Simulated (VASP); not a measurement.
# PtSe2 (P-3m1) in VASP: further runs

The runs below take PtSe2 through single point, with PBE.

Program: VASP 6.6.1. These are calculated values, not measurements. Logs are shortened: lines on timing, memory, paths and dates and some standing lists are left out, and cuts for length are marked.

### Step 1. The cell of the first run

It takes space group P-3m1 (No. 164, trigonal). The conventional cell has a = 3.714 Å, b = 3.714 Å, c = 6.436 Å, α = 90.00°, β = 90.00°, γ = 120.00°. Within 3.3 Å of Pt (site symmetry -3m) lie 6 Se at 2.52 Å. Within 3.3 Å of Se (site symmetry 3m) lie 3 Pt at 2.52 Å.

### Step 2. Single point, PBE (equal strain along all axes, cell held: -1.0 %, then relaxed in part)

Contents of INCAR:

```
SYSTEM = PtSe2
PREC = Accurate ; ENCUT = 520
EDIFF = 1E-6 ; ISMEAR = 0
SIGMA = 0.02 ; LREAL = .False.
LASPH = .True. ; NELM = 100
ALGO = Normal ; ISIF = 2
LWAVE = .False. ; LCHARG = .True.
GGA = PE ; LELF = .True.
LVHAR = .True. ; NBANDS = 18
```

Contents of KPOINTS:

```
Automatic mesh
0
Gamma
  12 12 4
  0 0 0
```

Contents of POSCAR:

```
PtSe2
1.0
    3.7140438909      0.0000000000      0.0000000000
   -1.8570219455      3.2164563603      0.0000000000
    0.0000000000      0.0000000000      6.4363192797
Pt Se
1 2
Direct
    0.0000000000      0.0000000000      0.0000000000
    0.6666666667      0.3333333333      0.7938766921
    0.3333333333      0.6666666667      0.2061233079
```

Potentials or basis: VASP PAW PBE potentials, release 64 (Pt, Se).

Command:

```
$ cat potpaw_PBE.64/Pt/POTCAR potpaw_PBE.64/Se/POTCAR > POTCAR
$ mpirun -np 1 vasp_std > vasp.out
```

OUTCAR:

```text
SYSTEM = PtSe2
   PREC = Accurate
   ENCUT = 520
   EDIFF = 1E-6
   ISMEAR = 0
   LREAL = .False.
   LASPH = .True.
   NELM = 100
   ISIF = 2
   GGA = PE

 ion  position               nearest neighbor table
   1  0.000  0.000  0.000-   2 2.52   3 2.52   2 2.52   3 2.52   2 2.52   3 2.52
   2  0.667  0.333  0.794-   1 2.52   1 2.52   1 2.52
   3  0.333  0.667  0.206-   1 2.52   1 2.52   1 2.52

  LATTYP: Found a hexagonal cell.
 ALAT       =     3.7140438909
 C/A-ratio  =     1.7329680178

  Lattice vectors:

 A1 = (   3.7140438909,   0.0000000000,   0.0000000000)
 A2 = (  -1.8570219455,   3.2164563603,   0.0000000000)
 A3 = (   0.0000000000,   0.0000000000,   6.4363192797)

Analysis of symmetry for initial positions (statically):
=====================================================================
 Subroutine PRICEL returns:
 Original cell was already a primitive cell.

 Routine SETGRP: Setting up the symmetry group for a
 hexagonal supercell.

 Subroutine GETGRP returns: Found 12 space group operations
 (whereof 12 operations were pure point group operations)
 out of a pool of 24 trial point group operations.

The static configuration has the point symmetry D_3d.

Analysis of symmetry for dynamics (positions and initial velocities):
=====================================================================
 Subroutine PRICEL returns:
 Original cell was already a primitive cell.

 Routine SETGRP: Setting up the symmetry group for a
 hexagonal supercell.

 Subroutine GETGRP returns: Found 12 space group operations
 (whereof 12 operations were pure point group operations)
 out of a pool of 24 trial point group operations.

The dynamic configuration has the point symmetry D_3d.

 Subroutine INISYM returns: Found 12 space group operations
 (whereof 12 operations are pure point group operations),
 and found     1 'primitive' translations

----------------------------------------------------------------------------------------

                                     Primitive cell

  volume of cell :      76.8887

  direct lattice vectors                    reciprocal lattice vectors
     3.714043891  0.000000000  0.000000000     0.269248299  0.155450578  0.000000000
    -1.857021946  3.216456360  0.000000000     0.000000000  0.310901156  0.000000000
     0.000000000  0.000000000  6.436319280     0.000000000  0.000000000  0.155368302

  length of vectors
     3.714043891  3.714043891  6.436319280     0.310901156  0.310901156  0.155368302

  position of ions in fractional coordinates (direct lattice)
     0.000000000  0.000000000  0.000000000
     0.666666667  0.333333333  0.793876692
     0.333333333  0.666666667  0.206123308

  ion indices of the primitive-cell ions
   primitive index   ion index
                 1           1
                 2           2
                 3           3

----------------------------------------------------------------------------------------

 KPOINTS: Automatic mesh

Automatic generation of k-mesh.
 Grid dimensions read from file:
 generate k-points for:   12   12    4

 Generating k-lattice:

  Cartesian coordinates                     Fractional coordinates (reciprocal lattice)
     0.022437358  0.012954215  0.000000000     0.083333333 -0.000000000  0.000000000
     0.000000000  0.025908430  0.000000000     0.000000000  0.083333333  0.000000000
     0.000000000  0.000000000  0.038842076     0.000000000  0.000000000  0.250000000

  Length of vectors
     0.025908430  0.025908430  0.038842076

  Shift w.r.t. Gamma in fractional coordinates (k-lattice)
     0.000000000  0.000000000  0.000000000

 Subroutine IBZKPT returns following result:
 ===========================================

 Found     69 irreducible k-points:

 Following reciprocal coordinates:
            Coordinates               Weight
  0.000000  0.000000  0.000000      1.000000
  0.083333  0.000000  0.000000      6.000000
  0.166667  0.000000  0.000000      6.000000
  0.250000  0.000000  0.000000      6.000000
  0.333333  0.000000  0.000000      6.000000
  0.416667  0.000000  0.000000      6.000000
[... 16 lines left out ...]
  0.166667  0.000000  0.250000      6.000000
  0.000000  0.166667  0.250000      6.000000
 [... further k-points ...]
   k-points           NKPTS =     69   k-points in BZ     NKDIM =     69   number of bands    NBANDS=     18
   number of dos      NEDOS =    301   number of ions     NIONS =      3
   total plane-waves  NPLWV =  37632
   dimension x,y,z NGX =    28 NGY =   28 NGZ =   48
   dimension x,y,z NGXF=    56 NGYF=   56 NGZF=   96
   ions per type =               1   2
   NGX,Y,Z   is equivalent  to a cutoff of  12.53, 12.53, 12.40 a.u.
   NGXF,Y,Z  is equivalent  to a cutoff of  25.07, 25.07, 24.80 a.u.
 SYSTEM =  PtSe2
   PREC   = accura    normal or accurate (medium, high low for compatibility)
   ISTART =      0    job   : 0-new  1-cont  2-samecut
   ICHARG =      2    charge: 1-file 2-atom 10-const
   ISPIN  =      1    spin polarized calculation?
   LNONCOLLINEAR =      F non collinear calculations
   LSORBIT =      F    spin-orbit coupling
   LASPH  =      T    aspherical Exc in radial PAW
   ENCUT  =  520.0 eV  38.22 Ry    6.18 a.u.   6.91  6.91 11.97*2*pi/ulx,y,z
   NELM   =    100;   NELMIN=  2; NELMDL= -5     # of ELM steps
   EDIFF  = 0.1E-05   stopping-criterion for ELM
   LREAL  =      F    real-space projection
   EDIFFG = 0.1E-04   stopping-criterion for IOM
   NSW    =      0    number of steps for IOM
   IBRION =     -1    ionic relax: 0-MD 1-quasi-New 2-CG
   NFREE  =      0    steps in history (QN), initial steepest desc. (CG)
   ISIF   =      2    stress and relaxation
   ISYM   =      2    0-nonsym 1-usesym 2-fastsym
   POTIM  = 0.5000    time-step for ionic-motion
   TEBEG  =    0.0;   TEEND  =   0.0 temperature during run
   PSTRESS=    0.0 pullay stress
   NELECT =      22.0000    total number of electrons
   NUPDOWN=      -1.0000    fix difference up-down
   EMIN   =  10.00;   EMAX   =-10.00  energy-range for DOS
   EFERMI =   0.00;   METHOD = LEGACY
   ISMEAR =     0;   SIGMA  =   0.02  broadening in eV -4-tet -1-fermi 0-gaus
   EFERMI_NEDOS =   21; number of points for ismear=-14 and -15
   IALGO  =     38    algorithm
   IMIX   =      4    mixing-type and parameters
     AMIX     =   0.40;   BMIX     =  1.00
     AMIX_MAG =   1.60;   BMIX_MAG =  1.00
  volume/ion in A,a.u.               =      25.63       172.96
  Fermi-wavevector in a.u.,A,eV,Ry     =   1.078769  2.038577 15.833667  1.163742
  Thomas-Fermi vector in A             =   2.214716
   LORBIT       =      0    0 simple, 1 ext, 2 COOP (PROOUT), +10 PAW based schemes
   GGA     = PE    functional components
   LHFCALC =     F    Hartree Fock is set to
   AEXX    =    0.0000 exact exchange contribution
   IVDW    =     0    specifies the selected vdW correction
   LEPSILON=     F    determine dielectric tensor
   LRPA    =     F    only Hartree local field effects (RPA)
 non-spin polarized calculation
 Gauss-broadening in eV      SIGMA  =   0.02
  energy-cutoff  :      520.00
  volume of cell :       76.89
 maximum number of plane-waves:      2102
   NGX = 13   NGY = 13   NGZ = 23

 number of electron      21.9999998 magnetization

 Free energy of the ion-electron system (eV)
  ---------------------------------------------------
  ext. energy  EPLUGINS =         0.00000000
  ---------------------------------------------------
  free energy    TOTEN  =       -14.29563705 eV

  energy without entropy =      -14.29563705  energy(sigma->0) =      -14.29563705

 E-fermi :   3.4144     XC(G=0):  -9.1624

 val. band max:        3.3213527729   @ k =   0.0833   0.0833   0.0000
 cond. band min:       4.2123513523   @ k =   0.0000   0.2500   0.2500
 fundamental gap:      0.8909985793
 Fermi energy:         3.4143764818

 k-point     1 :       0.0000    0.0000    0.0000
  band No.  band energies     occupation
      1     -10.9274      2.00000
      2      -9.1019      2.00000
      3      -2.2136      2.00000
      4      -1.9495      2.00000
      5      -1.9495      2.00000
      6       0.2545      2.00000
[... 10 lines left out ...]
     17      11.5625      0.00000
     18      12.7317      0.00000

 k-point     2 :       0.0833    0.0000    0.0000
  band No.  band energies     occupation
      1     -10.8530      2.00000
      2      -9.1075      2.00000
      3      -2.1347      2.00000
      4      -1.9528      2.00000
      5      -1.9049      2.00000
      6       0.1512      2.00000
[... 10 lines left out ...]
     17      11.8473      0.00000
     18      12.8740      0.00000

 k-point     3 :       0.1667    0.0000    0.0000
  band No.  band energies     occupation
      1     -10.6390      2.00000
      2      -9.1242      2.00000
      3      -1.9847      2.00000
      4      -1.8669      2.00000
      5      -1.7871      2.00000
      6      -0.2324      2.00000
[... 10 lines left out ...]
     17      12.5289      0.00000
     18      12.8102      0.00000

 k-point     4 :       0.2500    0.0000    0.0000
  band No.  band energies     occupation
      1     -10.3158      2.00000
      2      -9.1512      2.00000
      3      -1.9646      2.00000
      4      -1.6464      2.00000
      5      -1.5490      2.00000
      6      -0.8513      2.00000
[... 375 lines left out ...]
      4      -1.9050      2.00000
      5      -1.8984      2.00000
      6       0.1483      2.00000
[... 10 lines left out ...]
     17      11.8649      0.00000
     18      11.9142      0.00000

 k-point    23 :       0.1667    0.0000    0.2500
  band No.  band energies     occupation
      1     -10.6127      2.00000
      2      -9.1729      2.00000
      3      -1.9860      2.00000
      4      -1.7838      2.00000
      5      -1.7402      2.00000
      6      -0.2249      2.00000
[... 10 lines left out ...]
     17      12.4121      0.00000
     18      12.5757      0.00000

 k-point    24 :       0.0000    0.1667    0.2500
  band No.  band energies     occupation
      1     -10.6143      2.00000
      2      -9.1695      2.00000
      3      -2.0472      2.00000
      4      -1.7893      2.00000
      5      -1.6841      2.00000
      6      -0.2435      2.00000
[... 10 lines left out ...]
     17      11.8109      0.00000
     18      12.6313      0.00000

 [... further k-points ...]
[... 5 lines left out ...]
  --------------------------------------------------------------------------------------
  -------------------------------------------------------------------------------------
  Total        0.7244929      0.7244929      0.0474984     -0.0000000      0.0000000      0.0000000
  in kB       15.0967135     15.0967135      0.9897534     -0.0000000      0.0000000      0.0000000
  external PRESSURE =      10.3943934 kB  Pullay stress =       0.0000000 kB

 VOLUME and BASIS-vectors are now :
 -----------------------------------------------------------------------------
  energy-cutoff  :      520.00
  volume of cell :       76.89
      direct lattice vectors                 reciprocal lattice vectors
     3.714043891  0.000000000  0.000000000     0.269248299  0.155450578  0.000000000
    -1.857021946  3.216456360  0.000000000     0.000000000  0.310901156  0.000000000
     0.000000000  0.000000000  6.436319280     0.000000000  0.000000000  0.155368302

 POSITION                                       TOTAL-FORCE (eV/Angst)
 -----------------------------------------------------------------------------------
      0.00000      0.00000      0.00000        -0.000000      0.000000     -0.000000
      1.85702      1.07215      5.10964         0.000000      0.000000     -0.005598
     -0.00000      2.14430      1.32668         0.000000     -0.000000      0.005598
 -----------------------------------------------------------------------------------
    total drift:                               -0.000000      0.000000      0.000000

  FREE ENERGIE OF THE ION-ELECTRON SYSTEM (eV)
  ---------------------------------------------------
  free  energy   TOTEN  =       -14.2956370472 eV

  energy  without entropy=      -14.2956370472  energy(sigma->0) =      -14.29563705
```

It took 59 s on 1 thread of Intel Xeon Platinum 8488C (Sapphire Rapids), shared host; peak memory 0.25 GiB.

Results:

- Free energy: -14.2956 eV
- Pressure: 1.0 GPa
- Largest force: 0.006 eV/Å
- Band gap on the k mesh: 0.89 eV, indirect (least direct gap 1.05 eV)

Forces on the atoms (eV/Å):
```
Pt   0.000  0.000  0.000
Se   0.000  0.000 -0.006
Se   0.000  0.000  0.006
```

Levels at points of the mesh, in eV from the valence-band top:
```tsv
k point	band 7	band 8	band 9	band 10	band 11	band 12	band 13	band 14	band 15	band 16
(0.00, 0.00, 0.00)	-3.07	-1.68	-0.20	-0.20	-0.20	2.68	2.68	4.29	5.25	8.24
(0.50, 0.00, 0.00)	-2.51	-2.50	-2.14	-2.03	-1.96	1.97	2.55	4.73	6.06	7.95
(0.00, 0.00, 0.50)	-3.07	-1.46	-1.33	-0.24	-0.24	2.76	2.76	5.34	6.03	7.55
(0.50, 0.00, 0.50)	-2.57	-2.51	-2.19	-1.96	-1.41	2.25	2.36	4.37	5.68	7.24
```

Caveat: the cell differs from its parent crystal (equal strain along all axes, cell held: -1.0 %, then relaxed in part); spin-orbit coupling is left out, which moves the levels of the heavy elements; this functional lacks dispersion, which binds the layers, so the pressure and a relaxed spacing across them are unreliable. A k mesh can miss the band edges.

### Step 3. Single point, PBE

This run uses another cell than the first one, of 26.41 Å³/atom, 1.031 times its volume.

Contents of INCAR:

```
PREC     = Accurate       # precision mode
ENCUT    = 520            # plane-wave cutoff, eV
EDIFF    = 1E-6           # SCF threshold, eV
ISMEAR   = 0              # smearing method
SIGMA    = 0.02           # smearing width, eV
LREAL    = F              # projectors in reciprocal space
LASPH    = T              # aspherical terms in the spheres
NELM     = 100            # most SCF steps
ALGO     = Normal         # electronic algorithm
ISIF     = 2              # what is computed and relaxed
LWAVE    = F              # write WAVECAR
LCHARG   = F              # write CHGCAR
GGA      = PE             # functional
NBANDS   = 18             # bands
```

Contents of KPOINTS:

```
regular mesh
0
Gamma
  12 12 4
```

Contents of POSCAR:

```
PtSe2
1.0
    3.7515594858      0.0000000000      0.0000000000
   -1.8757797429      3.2489458185      0.0000000000
    0.0000000000      0.0000000000      6.5013326058
Pt Se
1 2
Direct
    0.0000000000      0.0000000000      0.0000000000
    0.6666666667      0.3333333333      0.7990307396
    0.3333333333      0.6666666667      0.2009692604
```

Potentials or basis: VASP PAW PBE potentials, release 64 (Pt, Se).

Command:

```
$ cat potpaw_PBE.64/Pt/POTCAR potpaw_PBE.64/Se/POTCAR > POTCAR
$ mpirun -np 1 vasp_std > vasp.out
```

Wall time 62 s (1 thread of Intel Xeon Platinum 8488C (Sapphire Rapids), shared host); peak memory 0.24 GiB.

The run converged. Its results:

```yaml
Free_energy: -14.3031 eV
Pressure: 0.0 GPa
Band_gap_on_the_k_mesh: 0.87 eV, indirect (least direct gap 1.03 eV)
```

Levels at points of the mesh, in eV from the valence-band top:
```
           k point  band 9  band 10  band 11  band 12  band 13  band 14
(0.00, 0.00, 0.00)   -0.27    -0.27    -0.22     2.63     2.63     4.18
(0.50, 0.00, 0.00)   -2.15    -2.10    -1.85     1.94     2.51     4.67
(0.00, 0.00, 0.50)   -1.30    -0.30    -0.30     2.70     2.70     5.27
(0.50, 0.00, 0.50)   -2.21    -2.04    -1.37     2.15     2.35     4.39
```

Caveat: spin-orbit coupling is left out, which moves the levels of the heavy elements; this functional lacks dispersion, which binds the layers, so the pressure and a relaxed spacing across them are unreliable. A hybrid or GW would open this gap; PBE tends to underestimate it.
